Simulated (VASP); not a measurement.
# BN (I-4m2) in VASP: notebook

BN is run at these levels: r2SCAN; tasks: single point.

Program: VASP 6.6.1. These are calculated values, not measurements. Logs are shortened: lines on timing, memory, paths and dates and some standing lists are left out, and cuts for length are marked.

### 1 The cell of the first run

The structure is tetragonal, space group I-4m2 (No. 119). The conventional cell has a = 2.654 Å, b = 2.654 Å, c = 3.898 Å, α = 90.00°, β = 90.00°, γ = 90.00°. B (site symmetry -4m2) has 4 N at 1.65 Å within 2.2 Å. Within 2.2 Å of N (site symmetry -4m2) lie 4 B at 1.65 Å.

### 2 Single point, r2SCAN (strain +0.040 along x and y, +0.080 along z)

Contents of POSCAR:

```
BN
1.0
    0.0000000000      1.8770063053      1.9491988555
    1.8770063053      0.0000000000      1.9491988555
    1.8770063053      1.8770063053      0.0000000000
B N
1 1
Direct
    0.0000000000      0.0000000000      0.0000000000
    0.7500000000      0.7500000000      0.7500000000
```

Contents of INCAR.step1:

```
  PREC = Accurate
  ENCUT = 520
  ISMEAR = 0
  SIGMA = 0.05
  LREAL = False
  LASPH = True
  NELM = 100
  NBANDS = 11
  GGA = PE
  ALGO = Normal
  EDIFF = 1E-4
  LWAVE = True
  LCHARG = False
```

Contents of INCAR.step2:

```
  PREC = Accurate
  ENCUT = 520
  EDIFF = 1E-7
  ISMEAR = 0
  SIGMA = 0.05
  LREAL = False
  LASPH = True
  NELM = 100
  ALGO = Normal
  ISIF = 2
  LWAVE = False
  LCHARG = False
  METAGGA = R2SCAN
  LMIXTAU = True
  NBANDS = 11
  ISTART = 1
```

Contents of KPOINTS:

```
regular mesh
0
Gamma
  12 12 12
```

Potentials or basis: VASP PAW PBE potentials, release 64 (B, N).

On the command line:

```console
> cat potpaw_PBE.64/B/POTCAR potpaw_PBE.64/N/POTCAR > POTCAR
> cp INCAR.step1 INCAR
> mpirun -np 1 vasp_std > vasp.out
> cp INCAR.step2 INCAR
> mpirun -np 1 vasp_std > vasp.out
```

OUTCAR:

```text
PREC = Accurate
   ENCUT = 520
   EDIFF = 1E-7
   ISMEAR = 0
   LREAL = False
   LASPH = True
   NELM = 100
   ISIF = 2
   METAGGA = R2SCAN
   ISTART = 1

 ion  position               nearest neighbor table
   1  0.000  0.000  0.000-   2 1.65   2 1.65   2 1.65   2 1.65
   2  0.750  0.750  0.750-   1 1.65   1 1.65   1 1.65   1 1.65

  LATTYP: Found a body centered tetragonal cell.
 ALAT       =     2.6544877736
 C/A-ratio  =     1.4686063917

  Lattice vectors:

 A1 = (  -1.8770063053,   0.0000000000,   1.9491988555)
 A2 = (   1.8770063053,   0.0000000000,   1.9491988555)
 A3 = (   0.0000000000,   1.8770063053,  -1.9491988555)

Analysis of symmetry for initial positions (statically):
=====================================================================
 Subroutine PRICEL returns:
 Original cell was already a primitive cell.

 Routine SETGRP: Setting up the symmetry group for a
 body centered tetragonal supercell.

 Subroutine GETGRP returns: Found  8 space group operations
 (whereof  8 operations were pure point group operations)
 out of a pool of 16 trial point group operations.

The static configuration has the point symmetry D_2d.

Analysis of symmetry for dynamics (positions and initial velocities):
=====================================================================
 Subroutine PRICEL returns:
 Original cell was already a primitive cell.

 Routine SETGRP: Setting up the symmetry group for a
 body centered tetragonal supercell.

 Subroutine GETGRP returns: Found  8 space group operations
 (whereof  8 operations were pure point group operations)
 out of a pool of 16 trial point group operations.

The dynamic configuration has the point symmetry D_2d.

 Subroutine INISYM returns: Found  8 space group operations
 (whereof  8 operations are pure point group operations),
 and found     1 'primitive' translations

----------------------------------------------------------------------------------------

                                     Primitive cell

  volume of cell :      13.7347

  direct lattice vectors                    reciprocal lattice vectors
     0.000000000  1.877006305  1.949198855    -0.266381630  0.266381630  0.256515644
     1.877006305  0.000000000  1.949198855     0.266381630 -0.266381630  0.256515644
     1.877006305  1.877006305  0.000000000     0.266381630  0.266381630 -0.256515644

  length of vectors
     2.706017156  2.706017156  2.654487774     0.455761584  0.455761584  0.455761584

  position of ions in fractional coordinates (direct lattice)
     0.000000000  0.000000000  0.000000000
     0.750000000  0.750000000  0.750000000

  ion indices of the primitive-cell ions
   primitive index   ion index
                 1           1
                 2           2

----------------------------------------------------------------------------------------

 KPOINTS: regular mesh

Automatic generation of k-mesh.
 Grid dimensions read from file:
 generate k-points for:   12   12   12

 Generating k-lattice:

  Cartesian coordinates                     Fractional coordinates (reciprocal lattice)
    -0.022198469  0.022198469  0.021376304     0.083333333  0.000000000  0.000000000
     0.022198469 -0.022198469  0.021376304     0.000000000  0.083333333  0.000000000
     0.022198469  0.022198469 -0.021376304    -0.000000000 -0.000000000  0.083333333

  Length of vectors
     0.037980132  0.037980132  0.037980132

  Shift w.r.t. Gamma in fractional coordinates (k-lattice)
     0.000000000  0.000000000  0.000000000

 Subroutine IBZKPT returns following result:
 ===========================================

 Found    163 irreducible k-points:

 Following reciprocal coordinates:
            Coordinates               Weight
  0.000000  0.000000  0.000000      1.000000
  0.083333  0.000000  0.000000      8.000000
  0.166667  0.000000  0.000000      8.000000
  0.250000  0.000000  0.000000      8.000000
  0.333333  0.000000  0.000000      8.000000
  0.416667  0.000000  0.000000      8.000000
[... 16 lines left out ...]
  0.500000  0.166667  0.000000      8.000000
 -0.416667  0.166667  0.000000      8.000000
 [... further k-points ...]
   k-points           NKPTS =    163   k-points in BZ     NKDIM =    163   number of bands    NBANDS=     11
   number of dos      NEDOS =    301   number of ions     NIONS =      2
   total plane-waves  NPLWV =   8000
   dimension x,y,z NGX =    20 NGY =   20 NGZ =   20
   dimension x,y,z NGXF=    40 NGYF=   40 NGZF=   40
   ions per type =               1   1
   NGX,Y,Z   is equivalent  to a cutoff of  12.29, 12.29, 12.53 a.u.
   NGXF,Y,Z  is equivalent  to a cutoff of  24.57, 24.57, 25.05 a.u.
 SYSTEM =  unknown system
   PREC   = accura    normal or accurate (medium, high low for compatibility)
   ISTART =      1    job   : 0-new  1-cont  2-samecut
   ICHARG =      0    charge: 1-file 2-atom 10-const
   ISPIN  =      1    spin polarized calculation?
   LNONCOLLINEAR =      F non collinear calculations
   LSORBIT =      F    spin-orbit coupling
   LASPH  =      T    aspherical Exc in radial PAW
   ENCUT  =  520.0 eV  38.22 Ry    6.18 a.u.   5.03  5.03  4.94*2*pi/ulx,y,z
   NELM   =    100;   NELMIN=  2; NELMDL=  0     # of ELM steps
   EDIFF  = 0.1E-06   stopping-criterion for ELM
   LREAL  =      F    real-space projection
   EDIFFG = 0.1E-05   stopping-criterion for IOM
   NSW    =      0    number of steps for IOM
   IBRION =     -1    ionic relax: 0-MD 1-quasi-New 2-CG
   NFREE  =      0    steps in history (QN), initial steepest desc. (CG)
   ISIF   =      2    stress and relaxation
   ISYM   =      2    0-nonsym 1-usesym 2-fastsym
   POTIM  = 0.5000    time-step for ionic-motion
   TEBEG  =    0.0;   TEEND  =   0.0 temperature during run
   PSTRESS=    0.0 pullay stress
   NELECT =       8.0000    total number of electrons
   NUPDOWN=      -1.0000    fix difference up-down
   EMIN   =  10.00;   EMAX   =-10.00  energy-range for DOS
   EFERMI =   0.00;   METHOD = LEGACY
   ISMEAR =     0;   SIGMA  =   0.05  broadening in eV -4-tet -1-fermi 0-gaus
   EFERMI_NEDOS =   21; number of points for ismear=-14 and -15
   IALGO  =     38    algorithm
   IMIX   =      4    mixing-type and parameters
     AMIX     =   0.40;   BMIX     =  1.00
     AMIX_MAG =   1.60;   BMIX_MAG =  1.00
  volume/ion in A,a.u.               =       6.87        46.34
  Fermi-wavevector in a.u.,A,eV,Ry     =   1.367201  2.583635 25.432526  1.869238
  Thomas-Fermi vector in A             =   2.493274
   LORBIT       =      0    0 simple, 1 ext, 2 COOP (PROOUT), +10 PAW based schemes
   METAGGA = R2SCAN    functional components
   LHFCALC =     F    Hartree Fock is set to
   AEXX    =    0.0000 exact exchange contribution
   IVDW    =     0    specifies the selected vdW correction
   LEPSILON=     F    determine dielectric tensor
   LRPA    =     F    only Hartree local field effects (RPA)
 non-spin polarized calculation
 Gauss-broadening in eV      SIGMA  =   0.05
  energy-cutoff  :      520.00
  volume of cell :       13.73
 maximum number of plane-waves:       381
   NGX =  9   NGY =  9   NGZ =  9

 number of electron       7.9999999 magnetization

 Free energy of the ion-electron system (eV)
  ---------------------------------------------------
  ext. energy  EPLUGINS =         0.00000000
  ---------------------------------------------------
  free energy    TOTEN  =       -18.84528958 eV

  energy without entropy =      -18.84528958  energy(sigma->0) =      -18.84528958

 E-fermi :   5.8246     XC(G=0): -12.8663

 val. band max:        5.6207907038   @ k =   0.0000   0.0000   0.0000
 cond. band min:      10.0890381221   @ k =   0.5000   0.0000   0.5000
 fundamental gap:      4.4682474183
 Fermi energy:         5.8245525590

 k-point     1 :       0.0000    0.0000    0.0000
  band No.  band energies     occupation
      1     -14.1442      2.00000
      2       5.2560      2.00000
      3       5.6208      2.00000
      4       5.6208      2.00000
      5      14.0659      0.00000
      6      14.2115      0.00000
      7      14.2115      0.00000
      8      14.4703      0.00000
      9      28.7869      0.00000
     10      31.3857      0.00000
     11      32.2633      0.00000

 k-point     2 :       0.0833    0.0000    0.0000
  band No.  band energies     occupation
      1     -13.9903      2.00000
      2       4.5887      2.00000
      3       5.2463      2.00000
      4       5.4759      2.00000
      5      14.0126      0.00000
      6      14.4591      0.00000
      7      14.6048      0.00000
      8      15.0924      0.00000
      9      28.8251      0.00000
     10      29.7165      0.00000
     11      31.2198      0.00000

 k-point     3 :       0.1667    0.0000    0.0000
  band No.  band energies     occupation
      1     -13.5365      2.00000
      2       2.6401      2.00000
      3       4.7951      2.00000
      4       5.1194      2.00000
      5      14.0373      0.00000
      6      15.0579      0.00000
      7      15.1860      0.00000
      8      16.5726      0.00000
      9      28.3406      0.00000
     10      28.9247      0.00000
     11      29.6146      0.00000

 k-point     4 :       0.2500    0.0000    0.0000
  band No.  band energies     occupation
      1     -12.8122      2.00000
      2       0.3506      2.00000
      3       4.2976      2.00000
      4       4.7027      2.00000
      5      14.0815      0.00000
      6      15.6887      0.00000
      7      15.7267      0.00000
      8      18.0802      0.00000
      9      27.9655      0.00000
     10      28.7614      0.00000
     11      29.0181      0.00000
[... 239 lines left out ...]
 k-point    22 :       0.4167    0.1667    0.0000
  band No.  band energies     occupation
      1     -11.1980      2.00000
      2      -2.0545      2.00000
      3       2.3266      2.00000
      4       3.1416      2.00000
      5      14.2106      0.00000
      6      16.5737      0.00000
      7      18.0824      0.00000
      8      18.9739      0.00000
      9      25.1649      0.00000
     10      30.0631      0.00000
     11      33.1254      0.00000

 k-point    23 :       0.5000    0.1667    0.0000
  band No.  band energies     occupation
      1     -10.4085      2.00000
      2      -3.3883      2.00000
      3       1.7586      2.00000
      4       3.2189      2.00000
      5      14.6087      0.00000
      6      16.4589      0.00000
      7      17.9143      0.00000
      8      20.0475      0.00000
      9      25.7689      0.00000
     10      30.2646      0.00000
     11      32.2989      0.00000

 k-point    24 :      -0.4167    0.1667    0.0000
  band No.  band energies     occupation
      1     -10.2175      2.00000
      2      -3.6689      2.00000
      3       1.4061      2.00000
      4       3.5042      2.00000
      5      15.0717      0.00000
      6      16.3288      0.00000
      7      17.5399      0.00000
      8      20.2917      0.00000
      9      26.2842      0.00000
     10      30.2869      0.00000
     11      30.6750      0.00000

 [... further k-points ...]

------------------------ aborting loop because EDIFF is reached ----------------------------------------

  FORCE on cell =-STRESS in cart. coord.  units (eV):
  Direction    XX          YY          ZZ          XY          YZ          ZX
  --------------------------------------------------------------------------------------
  -------------------------------------------------------------------------------------
  Total       -3.2412384     -3.2412384     -5.1125142      0.0000000      0.0000000      0.0000000
  in kB     -378.0976271   -378.0976271   -596.3860920      0.0000000      0.0000000      0.0000000
  external PRESSURE =    -450.8604487 kB  Pullay stress =       0.0000000 kB

 VOLUME and BASIS-vectors are now :
 -----------------------------------------------------------------------------
  energy-cutoff  :      520.00
  volume of cell :       13.73
      direct lattice vectors                 reciprocal lattice vectors
     0.000000000  1.877006305  1.949198855    -0.266381630  0.266381630  0.256515644
     1.877006305  0.000000000  1.949198855     0.266381630 -0.266381630  0.256515644
     1.877006305  1.877006305  0.000000000     0.266381630  0.266381630 -0.256515644

 POSITION                                       TOTAL-FORCE (eV/Angst)
 -----------------------------------------------------------------------------------
      0.00000      0.00000      0.00000         0.000000      0.000000      0.000000
      2.81551      2.81551      2.92380        -0.000000     -0.000000     -0.000000
 -----------------------------------------------------------------------------------
    total drift:                                0.000000      0.000000      0.000000

  FREE ENERGIE OF THE ION-ELECTRON SYSTEM (eV)
  ---------------------------------------------------
  free  energy   TOTEN  =       -18.8452895751 eV

  energy  without entropy=      -18.8452895751  energy(sigma->0) =      -18.84528958
```

Wall time 74 s (1 thread of Intel Xeon Platinum 8259CL at 2.50GHz (Skylake/Cascade Lake), shared host); peak memory 0.13 GiB.

What came out:

```
Free energy            : -18.8453 eV
Pressure               : -45.1 GPa
Band gap on the k mesh : 4.47 eV, indirect (least direct gap 8.45 eV)
```

Stress tensor (GPa, compression positive):
```
-37.81   0.00   0.00
  0.00 -37.81   0.00
  0.00   0.00 -59.64
```

Caveat: the cell differs from its parent crystal (strain +0.040 along x and y, +0.080 along z); the PAW data sets were made with another functional, which shifts forces and pressure a little.

### 3 Single point, r2SCAN (strain +0.080 along x and y, +0.040 along z)

Contents of POSCAR:

```
BN
1.0
    0.0000000000      1.9491988555      1.8770063053
    1.9491988555      0.0000000000      1.8770063053
    1.9491988555      1.9491988555      0.0000000000
B N
1 1
Direct
    0.0000000000      0.0000000000      0.0000000000
    0.7500000000      0.7500000000      0.7500000000
```

Contents of INCAR.step1:

```
SYSTEM = BN
ALGO     = Normal         ! electronic algorithm
EDIFF    = 1E-4           ! SCF threshold, eV
ENCUT    = 520            ! plane-wave cutoff, eV
GGA      = PE             ! functional
ISMEAR   = 0              ! smearing method
LASPH    = .True.         ! aspherical terms in the spheres
LCHARG   = .False.        ! write CHGCAR
LREAL    = .False.        ! projectors in reciprocal space
LWAVE    = .True.         ! write WAVECAR
NBANDS   = 11             ! bands
NELM     = 60             ! most SCF steps
PREC     = Accurate       ! precision mode
SIGMA    = 0.05           ! smearing width, eV
```

Contents of INCAR.step2:

```
SYSTEM = BN
ALGO     = Normal         ! electronic algorithm
EDIFF    = 1E-6           ! SCF threshold, eV
ENCUT    = 520            ! plane-wave cutoff, eV
ISIF     = 2              ! what is computed and relaxed
ISMEAR   = 0              ! smearing method
ISTART   = 1            
LASPH    = .True.         ! aspherical terms in the spheres
LCHARG   = .False.        ! write CHGCAR
LMIXTAU  = .True.       
LREAL    = .False.        ! projectors in reciprocal space
LWAVE    = .False.        ! write WAVECAR
METAGGA  = R2SCAN         ! meta-GGA
NBANDS   = 11             ! bands
NELM     = 60             ! most SCF steps
PREC     = Accurate       ! precision mode
SIGMA    = 0.05           ! smearing width, eV
```

Contents of KPOINTS:

```
k-points
0
Gamma
  12 12 12
  0 0 0
```

Potentials or basis: VASP PAW PBE potentials, release 64 (B, N).

On the command line:

```console
> cat potpaw_PBE.64/B/POTCAR potpaw_PBE.64/N/POTCAR > POTCAR
> cp INCAR.step1 INCAR
> mpirun -np 1 vasp_std > vasp.out
> cp INCAR.step2 INCAR
> mpirun -np 1 vasp_std > vasp.out
```

Run time: 66 s. Hardware: 1 thread of Intel Xeon Platinum 8259CL at 2.50GHz (Skylake/Cascade Lake), shared host; peak memory 0.14 GiB.

The run converged. Its results:

* Free energy: -18.6868 eV
* Pressure: -52.4 GPa
* Band gap on the k mesh: 4.16 eV, indirect (least direct gap 7.78 eV)

Stress tensor (GPa, compression positive):
```
-58.72   0.00   0.00
  0.00 -58.72   0.00
  0.00   0.00 -39.72
```

Levels at points of the mesh, in eV from the valence-band top:
```tsv
k point	band 1	band 2	band 3	band 4	band 5	band 6	band 7	band 8
(0.00, 0.00, 0.00)	-19.47	-0.31	-0.31	0.00	7.78	8.24	8.49	8.49
(0.50, 0.00, 0.00)	-16.03	-9.66	-2.13	-1.64	8.01	10.02	10.47	14.15
(0.50, 0.50, 0.00)	-14.65	-8.05	-4.72	-4.72	4.16	7.91	16.25	16.25
(0.50, 0.00, 0.50)	-14.98	-8.54	-4.28	-4.26	4.69	8.74	15.90	16.34
```

Caveat: the cell differs from its parent crystal (strain +0.080 along x and y, +0.040 along z); the PAW data sets were made with another functional, which shifts forces and pressure a little. A k mesh can miss the band edges.
